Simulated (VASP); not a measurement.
# Bi (Im-3m) in VASP: further runs

Runs on Bi. Level: PBEsol+D3(BJ). Tasks: single point.

All numbers are computed with VASP 6.6.1; they aren't measurements. Logs are shortened: lines on timing, memory, paths and dates and some standing lists are left out, and cuts for length are marked.

### Step 1. The cell of the first run

It takes space group Im-3m (No. 229, cubic). Conventional cell: a = 3.848 Å, b = 3.848 Å, c = 3.848 Å, α = 90.00°, β = 90.00°, γ = 90.00°. Within 4.4 Å of Bi (site symmetry m-3m) lie 14 Bi at 3.33 to 3.85 Å.

This isn't the form of Bi at room conditions, which is rhombohedral.

### Step 2. Single point, PBEsol+D3(BJ)

Input file INCAR:

```
ALGO     = Fast           # electronic algorithm
EDIFF    = 1E-6           # SCF threshold, eV
ENCUT    = 520            # plane-wave cutoff, eV
GGA      = PS             # functional
ISIF     = 2              # what is computed and relaxed
ISMEAR   = 0              # smearing method
IVDW     = 12             # dispersion correction
LASPH    = True           # aspherical terms in the spheres
LCHARG   = False          # write CHGCAR
LREAL    = False          # projectors in reciprocal space
LWAVE    = False          # write WAVECAR
NBANDS   = 14             # bands
NELM     = 100            # most SCF steps
PREC     = Accurate       # precision mode
SIGMA    = 0.15           # smearing width, eV
```

Input file KPOINTS:

```
k-points
0
Gamma
  16 16 16
```

Input file POSCAR:

```
Bi
1.0
   -1.9238684612      1.9238684612      1.9238684612
    1.9238684612     -1.9238684612      1.9238684612
    1.9238684612      1.9238684612     -1.9238684612
Bi
1
Direct
    0.0000000000      0.0000000000      0.0000000000
```

Potentials or basis: VASP PAW PBE potentials, release 64 (Bi_d).

The run is started by

```sh
cat potpaw_PBE.64/Bi_d/POTCAR > POTCAR
mpirun -np 1 vasp_std > vasp.out
```

OUTCAR:

```text
EDIFF = 1E-6
   ENCUT = 520
   GGA = PS
   ISIF = 2
   ISMEAR = 0
   IVDW = 12
   LASPH = True
   LREAL = False
   NELM = 100
   PREC = Accurate
 IVDW          = 12

 ion  position               nearest neighbor table
   1  0.000  0.000  0.000-

  LATTYP: Found a body centered cubic cell.
 ALAT       =     3.8477369224

  Lattice vectors:

 A1 = (  -1.9238684612,   1.9238684612,   1.9238684612)
 A2 = (   1.9238684612,  -1.9238684612,   1.9238684612)
 A3 = (   1.9238684612,   1.9238684612,  -1.9238684612)

Analysis of symmetry for initial positions (statically):
=====================================================================
 Subroutine PRICEL returns:
 Original cell was already a primitive cell.

 Routine SETGRP: Setting up the symmetry group for a
 body centered cubic supercell.

 Subroutine GETGRP returns: Found 48 space group operations
 (whereof 48 operations were pure point group operations)
 out of a pool of 48 trial point group operations.

The static configuration has the point symmetry O_h .

Analysis of symmetry for dynamics (positions and initial velocities):
=====================================================================
 Subroutine PRICEL returns:
 Original cell was already a primitive cell.

 Routine SETGRP: Setting up the symmetry group for a
 body centered cubic supercell.

 Subroutine GETGRP returns: Found 48 space group operations
 (whereof 48 operations were pure point group operations)
 out of a pool of 48 trial point group operations.

The dynamic configuration has the point symmetry O_h .

 Subroutine INISYM returns: Found 48 space group operations
 (whereof 48 operations are pure point group operations),
 and found     1 'primitive' translations

----------------------------------------------------------------------------------------

                                     Primitive cell

  volume of cell :      28.4830

  direct lattice vectors                    reciprocal lattice vectors
    -1.923868461  1.923868461  1.923868461     0.000000000  0.259893028  0.259893028
     1.923868461 -1.923868461  1.923868461     0.259893028  0.000000000  0.259893028
     1.923868461  1.923868461 -1.923868461     0.259893028  0.259893028  0.000000000

  length of vectors
     3.332237922  3.332237922  3.332237922     0.367544245  0.367544245  0.367544245

  position of ions in fractional coordinates (direct lattice)
     0.000000000  0.000000000  0.000000000

  ion indices of the primitive-cell ions
   primitive index   ion index
                 1           1

----------------------------------------------------------------------------------------

 KPOINTS: k-points

Automatic generation of k-mesh.
 Grid dimensions read from file:
 generate k-points for:   16   16   16

 Generating k-lattice:

  Cartesian coordinates                     Fractional coordinates (reciprocal lattice)
     0.000000000  0.016243314  0.016243314     0.062500000  0.000000000  0.000000000
     0.016243314  0.000000000  0.016243314     0.000000000  0.062500000  0.000000000
     0.016243314  0.016243314  0.000000000     0.000000000  0.000000000  0.062500000

  Length of vectors
     0.022971515  0.022971515  0.022971515

  Shift w.r.t. Gamma in fractional coordinates (k-lattice)
     0.000000000  0.000000000  0.000000000

 Subroutine IBZKPT returns following result:
 ===========================================

 Found    145 irreducible k-points:

 Following reciprocal coordinates:
            Coordinates               Weight
  0.000000  0.000000  0.000000      1.000000
  0.062500  0.000000  0.000000     12.000000
  0.125000  0.000000  0.000000     12.000000
  0.187500  0.000000  0.000000     12.000000
  0.250000  0.000000  0.000000     12.000000
  0.312500  0.000000  0.000000     12.000000
[... 16 lines left out ...]
  0.187500  0.187500  0.000000     24.000000
  0.250000  0.187500  0.000000     48.000000
 [... further k-points ...]
   k-points           NKPTS =    145   k-points in BZ     NKDIM =    145   number of bands    NBANDS=     14
   number of dos      NEDOS =    301   number of ions     NIONS =      1
   total plane-waves  NPLWV =  21952
   dimension x,y,z NGX =    28 NGY =   28 NGZ =   28
   dimension x,y,z NGXF=    56 NGYF=   56 NGZF=   56
   ions per type =               1
   NGX,Y,Z   is equivalent  to a cutoff of  13.97, 13.97, 13.97 a.u.
   NGXF,Y,Z  is equivalent  to a cutoff of  27.94, 27.94, 27.94 a.u.
 SYSTEM =  unknown system
   PREC   = accura    normal or accurate (medium, high low for compatibility)
   ISTART =      0    job   : 0-new  1-cont  2-samecut
   ICHARG =      2    charge: 1-file 2-atom 10-const
   ISPIN  =      1    spin polarized calculation?
   LNONCOLLINEAR =      F non collinear calculations
   LSORBIT =      F    spin-orbit coupling
   LASPH  =      T    aspherical Exc in radial PAW
   ENCUT  =  520.0 eV  38.22 Ry    6.18 a.u.   6.20  6.20  6.20*2*pi/ulx,y,z
   NELM   =    100;   NELMIN=  2; NELMDL= -5     # of ELM steps
   EDIFF  = 0.1E-05   stopping-criterion for ELM
   LREAL  =      F    real-space projection
   EDIFFG = 0.1E-04   stopping-criterion for IOM
   NSW    =      0    number of steps for IOM
   IBRION =     -1    ionic relax: 0-MD 1-quasi-New 2-CG
   NFREE  =      0    steps in history (QN), initial steepest desc. (CG)
   ISIF   =      2    stress and relaxation
   ISYM   =      2    0-nonsym 1-usesym 2-fastsym
   POTIM  = 0.5000    time-step for ionic-motion
   TEBEG  =    0.0;   TEEND  =   0.0 temperature during run
   PSTRESS=    0.0 pullay stress
   NELECT =      15.0000    total number of electrons
   NUPDOWN=      -1.0000    fix difference up-down
   EMIN   =  10.00;   EMAX   =-10.00  energy-range for DOS
   EFERMI =   0.00;   METHOD = LEGACY
   ISMEAR =     0;   SIGMA  =   0.15  broadening in eV -4-tet -1-fermi 0-gaus
   EFERMI_NEDOS =   21; number of points for ismear=-14 and -15
   IALGO  =     68    algorithm
   IMIX   =      4    mixing-type and parameters
     AMIX     =   0.40;   BMIX     =  1.00
     AMIX_MAG =   1.60;   BMIX_MAG =  1.00
  volume/ion in A,a.u.               =      28.48       192.21
  Fermi-wavevector in a.u.,A,eV,Ry     =   1.322036  2.498285 23.779972  1.747779
  Thomas-Fermi vector in A             =   2.451746
   LORBIT       =      0    0 simple, 1 ext, 2 COOP (PROOUT), +10 PAW based schemes
   GGA     = PS    functional components
   LHFCALC =     F    Hartree Fock is set to
   AEXX    =    0.0000 exact exchange contribution
   IVDW    =    12    specifies the selected vdW correction
   LEPSILON=     F    determine dielectric tensor
   LRPA    =     F    only Hartree local field effects (RPA)
 non-spin polarized calculation
 RMM-DIIS sequential band-by-band and
 Gauss-broadening in eV      SIGMA  =   0.15
  energy-cutoff  :      520.00
  volume of cell :       28.48
 maximum number of plane-waves:       784
 NGX is ok and might be reduce to    28
   NGX = 13   NGY = 13   NGZ = 13

 number of electron      15.0000003 magnetization

 Free energy of the ion-electron system (eV)
  ---------------------------------------------------
  ext. energy  EPLUGINS =         0.00000000
  ---------------------------------------------------
  free energy    TOTEN  =        -4.20662628 eV

  energy without entropy =       -4.19984636  energy(sigma->0) =       -4.20323632

 E-fermi :   8.8819     XC(G=0): -10.8687

 val. band max:        8.8772957022   @ k =   0.3125   0.1250   0.0625
 cond. band min:       8.8870829389   @ k =  -0.2500   0.3750   0.1250
 fundamental gap:      0.0097872367
 Fermi energy:         8.8819288877

 k-point     1 :       0.0000    0.0000    0.0000
  band No.  band energies     occupation
      1     -14.1384      2.00000
      2     -14.1384      2.00000
      3     -14.1384      2.00000
      4     -13.9650      2.00000
      5     -13.9650      2.00000
      6      -5.2903      2.00000
      7      14.6804      0.00000
      8      14.6804      0.00000
      9      14.6804      0.00000
     10      19.2041      0.00000
     11      19.3815      0.00000
     12      19.3815      0.00000
     13      19.3815      0.00000
     14      21.1791      0.00000

 k-point     2 :       0.0625    0.0000    0.0000
  band No.  band energies     occupation
      1     -14.1406      2.00000
      2     -14.1351      2.00000
      3     -14.1280      2.00000
      4     -13.9675      2.00000
      5     -13.9654      2.00000
      6      -5.2109      2.00000
      7      13.8189      0.00000
      8      14.4161      0.00000
      9      14.5952      0.00000
     10      18.6823      0.00000
     11      19.0612      0.00000
     12      19.2731      0.00000
     13      19.8249      0.00000
     14      21.5300      0.00000

 k-point     3 :       0.1250    0.0000    0.0000
  band No.  band energies     occupation
      1     -14.1466      2.00000
      2     -14.1260      2.00000
      3     -14.0979      2.00000
      4     -13.9741      2.00000
      5     -13.9664      2.00000
      6      -4.9736      2.00000
      7      12.0575      0.00000
      8      13.7698      0.00000
      9      14.3469      0.00000
     10      17.7085      0.00000
     11      18.4947      0.00000
     12      19.1684      0.00000
     13      20.7380      0.00000
     14      22.4226      0.00000
[... 324 lines left out ...]
 k-point    23 :       0.1875    0.1875    0.0000
  band No.  band energies     occupation
      1     -14.1544      2.00000
      2     -14.0992      2.00000
      3     -13.9951      2.00000
      4     -13.9788      2.00000
      5     -13.9466      2.00000
      6      -3.2426      2.00000
      7       6.8737      2.00000
      8       9.6673      0.00000
      9      12.4121      0.00000
     10      17.3946      0.00000
     11      18.1729      0.00000
     12      20.8358      0.00000
     13      22.2330      0.00000
     14      23.7852      0.00000

 k-point    24 :       0.2500    0.1875    0.0000
  band No.  band energies     occupation
      1     -14.1577      2.00000
      2     -14.0877      2.00000
      3     -13.9921      2.00000
      4     -13.9826      2.00000
      5     -13.9196      2.00000
      6      -2.5820      2.00000
      7       5.7188      2.00000
      8       8.7069      1.90100
      9      12.0360      0.00000
     10      17.2497      0.00000
     11      18.6201      0.00000
     12      21.0145      0.00000
     13      23.3463      0.00000
     14      23.5113      0.00000

 [... further k-points ...]

------------------------ aborting loop because EDIFF is reached ----------------------------------------

 Edisp (eV)   -0.57438

 E8    (eV) :    -0.4111

  FORCE on cell =-STRESS in cart. coord.  units (eV):
  Direction    XX          YY          ZZ          XY          YZ          ZX
  --------------------------------------------------------------------------------------
  -------------------------------------------------------------------------------------
  Total      -0.00065    -0.00065    -0.00065     0.00000     0.00000    -0.00000
  in kB      -0.03649    -0.03649    -0.03649     0.00000     0.00000    -0.00000
  external pressure =       -0.04 kB  Pullay stress =        0.00 kB

 VOLUME and BASIS-vectors are now :
 -----------------------------------------------------------------------------
  energy-cutoff  :      520.00
  volume of cell :       28.48
      direct lattice vectors                 reciprocal lattice vectors
    -1.923868461  1.923868461  1.923868461     0.000000000  0.259893028  0.259893028
     1.923868461 -1.923868461  1.923868461     0.259893028  0.000000000  0.259893028
     1.923868461  1.923868461 -1.923868461     0.259893028  0.259893028  0.000000000

 POSITION                                       TOTAL-FORCE (eV/Angst)
 -----------------------------------------------------------------------------------
      0.00000      0.00000      0.00000         0.000000      0.000000      0.000000
 -----------------------------------------------------------------------------------
    total drift:                               -0.000000     -0.000000     -0.000000

  FREE ENERGIE OF THE ION-ELECTRON SYSTEM (eV)
  ---------------------------------------------------
  free  energy   TOTEN  =        -4.7810094665 eV

  energy  without entropy=       -4.7742295476  energy(sigma->0) =       -4.77761951
```

It took 80 s on 1 thread of Intel Xeon 8259CL, shared host; peak memory 0.2 GiB.

What came out:

| Property | Result |
| --- | --- |
| Free energy | -4.7810 eV |
| Pressure | 0.0 GPa |
| Band gap on the k mesh | zero (an odd number of electrons rules out a gap without spin polarisation) |
| Dispersion energy per atom | -0.574 eV |

Caveat: the PAW data sets were made with another functional, which shifts forces and pressure a little; spin-orbit coupling is left out, which moves the levels of the heavy elements.

### Step 3. Single point, PBEsol+D3(BJ)

Input file INCAR:

```
PREC = Accurate ; ENCUT = 520
EDIFF = 1E-6 ; ISMEAR = 0
SIGMA = 0.15 ; LREAL = False
LASPH = True ; NELM = 80
ALGO = Normal ; ISIF = 2
LWAVE = False ; LCHARG = False
GGA = PS ; IVDW = 12
NBANDS = 14
```

Input file KPOINTS:

```
Automatic mesh
0
Gamma
  18 18 18
```

POSCAR is that of step 2.

Potentials or basis: VASP PAW PBE potentials, release 64 (Bi_d).

The run is started by

```sh
cat potpaw_PBE.64/Bi_d/POTCAR > POTCAR
mpirun -np 1 vasp_std > vasp.out
```

It took 90 s on 1 thread of Intel Xeon 8259CL, shared host; peak memory 0.22 GiB.

The run converged. Its results:

```yaml
Free_energy: -4.7785 eV
Pressure: 0.1 GPa
Band_gap_on_the_k_mesh: zero (an odd number of electrons rules out a gap without spin polarisation)
Dispersion_energy_per_atom: -0.574 eV
```

Levels at points of the mesh, in eV from the Fermi level:
```csv
k point,band 3,band 4,band 5,band 6,band 7,band 8,band 9,band 10,band 11,band 12
"(0.00, 0.00, 0.00)",-23.06,-22.88,-22.88,-14.21,5.76,5.76,5.76,10.28,10.46,10.46
"(0.50, 0.00, 0.00)",-22.89,-22.89,-22.77,-10.63,-5.65,1.72,3.66,6.27,7.78,12.91
"(0.50, 0.50, 0.50)",-22.80,-22.80,-22.80,-8.10,-2.04,-2.04,-2.04,3.41,3.41,15.60
```

Caveat: the PAW data sets were made with another functional, which shifts forces and pressure a little; spin-orbit coupling is left out, which moves the levels of the heavy elements.
